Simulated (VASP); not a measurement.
# Ti3Si8 (P1) in VASP: relaxation of cell and atoms with PBE

Aim: the relaxation of cell and atoms of Ti3Si8 with PBE.

All numbers are computed with VASP 6.6.1; they aren't measurements. Logs are shortened: lines on timing, memory, paths and dates and some standing lists are left out, and cuts for length are marked.

### Step 1. The cell of the first run

The typed cell holds 22 atoms: a = 7.158 Å, b = 7.870 Å, c = 7.947 Å, α = 66.04°, β = 63.23°, γ = 62.95°.

### Step 2. Relaxation of cell and atoms, PBE

INCAR

```
SYSTEM = Ti3Si8
PREC     = Accurate       ! precision mode
ENCUT    = 500            ! plane-wave cutoff, eV
EDIFF    = 1E-7           ! SCF threshold, eV
ISMEAR   = 0              ! smearing method
SIGMA    = 0.1            ! smearing width, eV
LREAL    = Auto         
LASPH    = .TRUE.         ! aspherical terms in the spheres
NELM     = 120            ! most SCF steps
ALGO     = Normal         ! electronic algorithm
ISIF     = 3              ! what is computed and relaxed
LWAVE    = .FALSE.        ! write WAVECAR
LCHARG   = .FALSE.        ! write CHGCAR
GGA      = PE             ! functional
IBRION   = 2              ! ionic algorithm
NSW      = 70             ! ionic steps
EDIFFG   = -0.04          ! ionic threshold
ISYM     = -1           
GGA_COMPAT= .FALSE.      
NELMIN   = 4
```

KPOINTS

```
explicit points
4
Reciprocal
  0.25000000   0.25000000   0.25000000 2
  0.25000000   0.25000000   0.75000000 2
  0.25000000   0.75000000   0.25000000 2
  0.25000000   0.75000000   0.75000000 2
```

POSCAR

```
Ti3Si8
1.0
    0.0000000000      0.0000000000     -7.1584442808
   -1.7738039275     -6.7803428759     -3.5792221404
   -7.0952157102      0.0000000000     -3.5792221404
Ti Si
6 16
Direct
    0.2092733005      0.7896835413      0.0459520498
    0.7022104608      0.7865718198      0.0514251044
    0.9456871745      0.7963245920      0.5500241636
    0.0501042459      0.2022694994      0.4460762733
    0.5430543232      0.2074815901      0.4492935640
    0.7967783453      0.2038991970      0.9495178321
    0.4558096924      0.1184392732      0.2217856339
    0.9553727794      0.1154318686      0.2217786897
    0.2029966002      0.1197297201      0.7201573794
    0.7067621749      0.1149938890      0.7245364517
    0.7910219376      0.8766112513      0.2815446725
    0.2936780108      0.8820568268      0.2790828397
    0.5436124354      0.8894902899      0.7759529648
    0.0409415437      0.8776921781      0.7799311191
    0.6862580392      0.5015178337      0.3774778942
    0.1914260166      0.4957559959      0.3717110240
    0.4333845551      0.4996296287      0.8740678741
    0.9370404413      0.5013717521      0.8763071473
    0.5693677834      0.4968347052      0.1224558392
    0.0653696799      0.4989454378      0.1238161776
    0.3083051357      0.5050143590      0.6210861118
    0.8137026199      0.5028409631      0.6200083424
```

Potentials or basis: VASP PAW PBE potentials, release 64 (Ti_sv, Si).

Started as:

```
> cat potpaw_PBE.64/Ti_sv/POTCAR potpaw_PBE.64/Si/POTCAR > POTCAR
> mpirun -np 1 vasp_std > vasp.out
```

OUTCAR:

```text
SYSTEM = Ti3Si8
   PREC = Accurate
   ENCUT = 500
   EDIFF = 1E-7
   ISMEAR = 0
   LREAL = Auto
   LASPH = .TRUE.
   NELM = 120
   ISIF = 3
   GGA = PE
   IBRION = 2
   NSW = 70
   EDIFFG = -0.04
   ISYM = -1
   NELMIN = 4

 ion  position               nearest neighbor table
   1  0.209  0.790  0.046-  13 2.58  14 2.60  12 2.61  17 2.62  11 2.66  20 2.66  16 2.68  19 2.68
                             9 2.83   8 2.87
   2  0.702  0.787  0.051-  14 2.58  13 2.59  12 2.59  11 2.60  18 2.61  19 2.62  15 2.65  20 2.67
                            10 2.82   7 2.88
   3  0.946  0.796  0.550-  13 2.56  11 2.56  14 2.59  12 2.61  22 2.65  21 2.68  18 2.69  16 2.72
                             8 2.79  10 2.81
   4  0.050  0.202  0.446-   7 2.57   8 2.57   9 2.59  10 2.61  20 2.67  16 2.68  22 2.70  15 2.70
                            12 2.79  14 2.84
   5  0.543  0.207  0.449-   7 2.57   9 2.58   8 2.61  10 2.63  16 2.63  19 2.67  21 2.67  15 2.70
                            13 2.78  11 2.86
   6  0.797  0.204  0.950-  10 2.56   7 2.58   9 2.58   8 2.59  19 2.65  17 2.70  18 2.71  22 2.72
                            14 2.84  11 2.84
   7  0.456  0.118  0.222-  11 2.40  12 2.41   5 2.57   4 2.57   6 2.58   2 2.88  16 3.09  20 3.14
                            19 3.14  17 3.14
   8  0.955  0.115  0.222-  12 2.39  11 2.43   4 2.57   6 2.59   5 2.61   3 2.79   1 2.87  19 3.12
[... 5 lines left out ...]
  11  0.791  0.877  0.282-   7 2.40   8 2.43   3 2.56   2 2.60   1 2.66   6 2.84   5 2.86  22 3.07
                            15 3.09  20 3.12
  12  0.294  0.882  0.279-   8 2.39   7 2.41   2 2.59   3 2.61   1 2.61   4 2.79  21 3.10  15 3.15

  13  0.544  0.889  0.776-  10 2.36   9 2.39   3 2.56   1 2.58   2 2.59   5 2.78
  14  0.041  0.878  0.780-  10 2.37   9 2.45   2 2.58   3 2.59   1 2.60   4 2.84   6 2.84  18 3.09
                            21 3.10  20 3.12  17 3.13
  15  0.686  0.502  0.377-  22 2.48  21 2.52  19 2.53  20 2.55   2 2.65   4 2.70   5 2.70  11 3.09
                            12 3.15
  16  0.191  0.496  0.372-  20 2.50  21 2.51  22 2.52  19 2.53   5 2.63   1 2.68   4 2.68   3 2.72
                             7 3.09   9 3.12
  17  0.433  0.500  0.874-  20 2.48  21 2.52  19 2.55  22 2.56   1 2.62   6 2.70  14 3.13  10 3.14
                             7 3.14
  18  0.937  0.501  0.876-  19 2.48  20 2.51  21 2.52  22 2.55   2 2.61   3 2.69   6 2.71  14 3.09
                             9 3.14
  19  0.569  0.497  0.122-  18 2.48  16 2.53  15 2.53  17 2.55   2 2.62   6 2.65   5 2.67   1 2.68
                             8 3.12   7 3.14
  20  0.065  0.499  0.124-  17 2.48  16 2.50  18 2.51  15 2.55   1 2.66   4 2.67   2 2.67  14 3.12
                            11 3.12   7 3.14
  21  0.308  0.505  0.621-  16 2.51  15 2.52  18 2.52  17 2.52   5 2.67   3 2.68  14 3.10  12 3.10

  22  0.814  0.503  0.620-  15 2.48  16 2.52  18 2.55  17 2.56   3 2.65   4 2.70   6 2.72  11 3.07
                             9 3.15

IMPORTANT INFORMATION: All symmetrisations will be switched off!
NOSYMM: (Re-)initialisation of all symmetry stuff for point group C_1.

----------------------------------------------------------------------------------------

                                     Primitive cell

  volume of cell :     344.3784

  direct lattice vectors                    reciprocal lattice vectors
     0.000000000  0.000000000 -7.158444281     0.070470021  0.055306938 -0.139695157
    -1.773803927 -6.780342876 -3.579222140     0.000000000 -0.147485167  0.000000000
    -7.095215710  0.000000000 -3.579222140    -0.140940042  0.036871292  0.000000000

  length of vectors
     7.158444281  7.869578198  7.946880967     0.165950650  0.147485167  0.145683175

  position of ions in fractional coordinates (direct lattice)
     0.209273301  0.789683541  0.045952050
     0.702210461  0.786571820  0.051425104
     0.945687175  0.796324592  0.550024164
     0.050104246  0.202269499  0.446076273
     0.543054323  0.207481590  0.449293564
     0.796778345  0.203899197  0.949517832
[... 14 lines left out ...]
     0.308305136  0.505014359  0.621086112
     0.813702620  0.502840963  0.620008342

  ion indices of the primitive-cell ions
   primitive index   ion index
                 1           1
                 2           2
                 3           3
                 4           4
                 5           5
                 6           6
[... 14 lines left out ...]
                21          21
                22          22

----------------------------------------------------------------------------------------

 KPOINTS: explicit points

Read explicit list of k-points.

 Found      4 k-points:

 Following reciprocal coordinates:
            Coordinates               Weight
  0.250000  0.250000  0.250000      0.250000
  0.250000  0.250000  0.750000      0.250000
  0.250000  0.750000  0.250000      0.250000
  0.250000  0.750000  0.750000      0.250000
   k-points           NKPTS =      4   k-points in BZ     NKDIM =      4   number of bands    NBANDS=     81
   number of dos      NEDOS =    301   number of ions     NIONS =     22
   total plane-waves  NPLWV = 194400
   dimension x,y,z NGX =    54 NGY =   60 NGZ =   60
   dimension x,y,z NGXF=   108 NGYF=  120 NGZF=  120
   ions per type =               6  16
   NGX,Y,Z   is equivalent  to a cutoff of  12.54, 12.68, 12.55 a.u.
   NGXF,Y,Z  is equivalent  to a cutoff of  25.08, 25.35, 25.10 a.u.
 SYSTEM =  Ti3Si8
   PREC   = accura    normal or accurate (medium, high low for compatibility)
   ISTART =      0    job   : 0-new  1-cont  2-samecut
   ICHARG =      2    charge: 1-file 2-atom 10-const
   ISPIN  =      1    spin polarized calculation?
   LNONCOLLINEAR =      F non collinear calculations
   LSORBIT =      F    spin-orbit coupling
   LASPH  =      T    aspherical Exc in radial PAW
   ENCUT  =  500.0 eV  36.75 Ry    6.06 a.u.  13.05 14.35 14.49*2*pi/ulx,y,z
   NELM   =    120;   NELMIN=  4; NELMDL= -5     # of ELM steps
   EDIFF  = 0.1E-06   stopping-criterion for ELM
   LREAL  =      T    real-space projection
   EDIFFG = -.4E-01   stopping-criterion for IOM
   NSW    =     70    number of steps for IOM
   IBRION =      2    ionic relax: 0-MD 1-quasi-New 2-CG
   NFREE  =      1    steps in history (QN), initial steepest desc. (CG)
   ISIF   =      3    stress and relaxation
   ISYM   =     -1    0-nonsym 1-usesym 2-fastsym
   POTIM  = 0.5000    time-step for ionic-motion
   TEBEG  =    0.0;   TEEND  =   0.0 temperature during run
   PSTRESS=    0.0 pullay stress
   NELECT =     136.0000    total number of electrons
   NUPDOWN=      -1.0000    fix difference up-down
   EMIN   =  10.00;   EMAX   =-10.00  energy-range for DOS
   EFERMI =   0.00;   METHOD = LEGACY
   ISMEAR =     0;   SIGMA  =   0.10  broadening in eV -4-tet -1-fermi 0-gaus
   EFERMI_NEDOS =   21; number of points for ismear=-14 and -15
   IALGO  =     38    algorithm
   IMIX   =      4    mixing-type and parameters
     AMIX     =   0.40;   BMIX     =  1.00
     AMIX_MAG =   1.60;   BMIX_MAG =  1.00
  volume/ion in A,a.u.               =      15.65       105.64
  Fermi-wavevector in a.u.,A,eV,Ry     =   1.201091  2.269732 19.628024  1.442619
  Thomas-Fermi vector in A             =   2.336909
   LORBIT       =      0    0 simple, 1 ext, 2 COOP (PROOUT), +10 PAW based schemes
   GGA     = PE    functional components
   LHFCALC =     F    Hartree Fock is set to
   AEXX    =    0.0000 exact exchange contribution
   IVDW    =     0    specifies the selected vdW correction
   LEPSILON=     F    determine dielectric tensor
   LRPA    =     F    only Hartree local field effects (RPA)
 conjugate gradient relaxation of ions
 non-spin polarized calculation
 Gauss-broadening in eV      SIGMA  =   0.10
  energy-cutoff  :      500.00
  volume of cell :      344.38
 maximum number of plane-waves:      8756
 NGX is ok and might be reduce to    54
   NGX = 27   NGY = 29   NGZ = 29

--------------------------------------- Ionic step        1  -------------------------------------------

 number of electron     136.0000002 magnetization

 Free energy of the ion-electron system (eV)
  ---------------------------------------------------
  ext. energy  EPLUGINS =         0.00000000
  ---------------------------------------------------
  free energy    TOTEN  =      -140.79795826 eV

  energy without entropy =     -140.75942058  energy(sigma->0) =     -140.77868942

------------------------ aborting loop because EDIFF is reached ----------------------------------------

  FORCE on cell =-STRESS in cart. coord.  units (eV):
  Direction    XX          YY          ZZ          XY          YZ          ZX
  --------------------------------------------------------------------------------------
  -------------------------------------------------------------------------------------
  Total       -0.7629640     -7.3967354     -2.1628685      0.7120469     -0.2949004      0.4307816
  in kB       -3.5495942    -34.4123835    -10.0624744      3.3127087     -1.3719873      2.0041575
  external PRESSURE =     -16.0081507 kB  Pullay stress =       0.0000000 kB
[... 149 lines left out ...]
  FREE ENERGIE OF THE ION-ELECTRON SYSTEM (eV)
  ---------------------------------------------------
  free  energy   TOTEN  =      -141.3311172353 eV

  energy  without entropy=     -141.2947074794  energy(sigma->0) =     -141.31291236

[... ionic steps 4 to 11 ...]

--------------------------------------- Ionic step       12  -------------------------------------------

 number of electron     135.9999994 magnetization

------------------------ aborting loop because EDIFF is reached ----------------------------------------
[... 107 lines left out ...]
--------------------------------------- Ionic step       14  -------------------------------------------

 number of electron     135.9999994 magnetization

 Free energy of the ion-electron system (eV)
  ---------------------------------------------------
  ext. energy  EPLUGINS =         0.00000000
  ---------------------------------------------------
  free energy    TOTEN  =      -141.64533725 eV

  energy without entropy =     -141.61237696  energy(sigma->0) =     -141.62885710

 E-fermi :   9.3949     XC(G=0): -11.2360

 val. band max:        9.3803981548   @ k =   0.2500   0.7500   0.7500
 cond. band min:       9.4248553333   @ k =   0.2500   0.2500   0.7500
 fundamental gap:      0.0444571785
 Fermi energy:         9.3948954159

 k-point     1 :       0.2500    0.2500    0.2500
  band No.  band energies     occupation
      1     -47.2489      2.00000
      2     -47.2474      2.00000
      3     -47.1813      2.00000
      4     -47.1810      2.00000
      5     -47.0918      2.00000
      6     -47.0911      2.00000
[... 72 lines left out ...]
     79      11.3571      0.00000
     80      11.4107      0.00000

 k-point     2 :       0.2500    0.2500    0.7500
  band No.  band energies     occupation
      1     -47.2489      2.00000
      2     -47.2474      2.00000
      3     -47.1813      2.00000
      4     -47.1811      2.00000
      5     -47.0918      2.00000
      6     -47.0911      2.00000
[... 72 lines left out ...]
     79      11.2393      0.00000
     80      11.3219      0.00000

 k-point     3 :       0.2500    0.7500    0.2500
  band No.  band energies     occupation
      1     -47.2489      2.00000
      2     -47.2474      2.00000
      3     -47.1813      2.00000
      4     -47.1811      2.00000
      5     -47.0918      2.00000
      6     -47.0911      2.00000
[... 72 lines left out ...]
     79      11.2423      0.00000
     80      11.2668      0.00000

 k-point     4 :       0.2500    0.7500    0.7500
  band No.  band energies     occupation
      1     -47.2489      2.00000
      2     -47.2474      2.00000
      3     -47.1812      2.00000
      4     -47.1811      2.00000
      5     -47.0918      2.00000
      6     -47.0911      2.00000
[... 72 lines left out ...]
     79      11.2917      0.00000
     80      11.4027      0.00000
 [bands above 80 left out]

------------------------ aborting loop because EDIFF is reached ----------------------------------------

  FORCE on cell =-STRESS in cart. coord.  units (eV):
  Direction    XX          YY          ZZ          XY          YZ          ZX
  --------------------------------------------------------------------------------------
  -------------------------------------------------------------------------------------
  Total        0.0159745     -0.0238717      0.1098582      0.0938628     -0.0079159     -0.0914691
  in kB        0.0771911     -0.1153516      0.5308509      0.4535590     -0.0382509     -0.4419922
  external PRESSURE =       0.1642301 kB  Pullay stress =       0.0000000 kB
[... 37 lines left out ...]
  FREE ENERGIE OF THE ION-ELECTRON SYSTEM (eV)
  ---------------------------------------------------
  free  energy   TOTEN  =      -141.6453372457 eV

  energy  without entropy=     -141.6123769607  energy(sigma->0) =     -141.62885710

 reached required accuracy - stopping structural energy minimisation
```

It took 36 min on 1 thread of AMD EPYC 9R45 (Zen 5), shared host; peak memory 0.46 GiB.

Results:

```yaml
Free_energy: -141.6453 eV
Relaxed_volume: 15.07 Å³/atom
Relaxed_cell: a = 7.071 Å, b = 7.703 Å, c = 7.955 Å, α = 65.60°, β = 63.39°, γ = 62.40°
Space_group_after_relaxing_to_0.1_Å: P-1 (No. 2)
Energy_gained_by_relaxing: 38.5 meV/atom
Ionic_steps: 14
Pressure_after_relaxing: 0.0 GPa
Largest_force_after_relaxing: 0.036 eV/Å
Band_gap_on_the_k_mesh: zero (bands 68 and 69 overlap by 0.56 eV)
```

Forces in eV/Å, atoms in the order of the input:
```
Ti   0.031  0.007 -0.011
Ti  -0.019  0.010  0.029
Ti   0.002 -0.004 -0.006
Ti  -0.007  0.011 -0.023
Ti  -0.020 -0.004  0.018
Ti   0.001  0.014 -0.016
Si   0.014 -0.009  0.016
Si   0.002 -0.010 -0.015
Si  -0.009  0.006 -0.008
Si   0.008 -0.017  0.016
Si   0.018  0.001  0.017
Si  -0.016  0.004 -0.024
Si   0.010 -0.007  0.023
Si   0.001  0.017 -0.021
Si   0.002  0.009  0.005
Si   0.015 -0.007 -0.007
Si  -0.013  0.002  0.016
Si  -0.012 -0.020  0.000
Si  -0.018  0.013  0.000
Si  -0.007 -0.029  0.007
Si   0.003 -0.004 -0.002
Si   0.009  0.016 -0.014
```

The path:
| step | energy change (eV) | largest force (eV/Å) | pressure (GPa) | volume (Å³) |
| --- | --- | --- | --- | --- |
| 1 | 0.0000 | 1.0986 | -1.60 | 344.38 |
| 2 | -0.4330 | 0.7301 | 0.20 | 336.62 |
| 3 | -0.5332 | 0.9141 | 1.89 | 330.86 |
| 4 | -0.7019 | 0.3973 | -1.10 | 336.31 |
| 5 | -0.7019 | 0.3959 | -1.11 | 336.33 |
| 6 | -0.7843 | 0.2691 | 0.00 | 332.37 |
| 7 | -0.7912 | 0.3073 | 0.50 | 330.80 |
| 8 | -0.8241 | 0.2133 | -0.07 | 331.81 |
| 9 | -0.8255 | 0.2228 | -0.21 | 332.08 |
| 10 | -0.8396 | 0.1247 | 0.14 | 331.18 |
| 11 | -0.8420 | 0.1109 | 0.35 | 330.64 |
| 12 | -0.8451 | 0.0838 | -0.36 | 332.51 |
| 13 | -0.8457 | 0.0566 | -0.16 | 331.98 |
| 14 | -0.8474 | 0.0362 | 0.02 | 331.57 |

Final structure:
```xyz
22
Lattice="-0.0141 -0.0138 -7.0711 -1.7817 -6.5986 -3.5516 -7.1196 -0.0026 -3.5494" Properties=species:S:1:pos:R:3 pbc="T T T"
Ti   -1.7992   -5.2763   -4.3941
Ti   -1.7561   -5.2721   -7.9952
Ti   -5.3689   -5.2635  -11.5137
Ti   -3.5812   -1.3299   -2.6206
Ti   -3.5396   -1.3246   -6.2187
Ti   -7.1043   -1.3544   -9.7188
Si   -1.6973   -0.8684   -4.3396
Si   -1.6943   -0.7762   -8.0230
Si   -5.4321   -0.9209   -4.5411
Si   -5.4511   -0.7366   -7.8647
Si   -3.6639   -5.8315   -9.6602
Si   -3.6429   -5.7257   -6.2746
Si   -7.0303   -5.6837   -9.6241
Si   -7.0109   -5.8702   -6.2964
Si   -3.5681   -3.3946   -7.9557
Si   -3.5757   -3.2975   -4.4113
Si   -7.1155   -3.3031   -7.9298
Si   -7.1081   -3.2136  -11.5279
Si   -1.7620   -3.3030   -6.2015
Si   -1.7648   -3.1988   -2.6607
Si   -5.3398   -3.3039   -6.2356
Si   -5.3623   -3.4034   -9.7051
```

The gap in the log of VASP goes by the Fermi energy; the results here count the filled bands.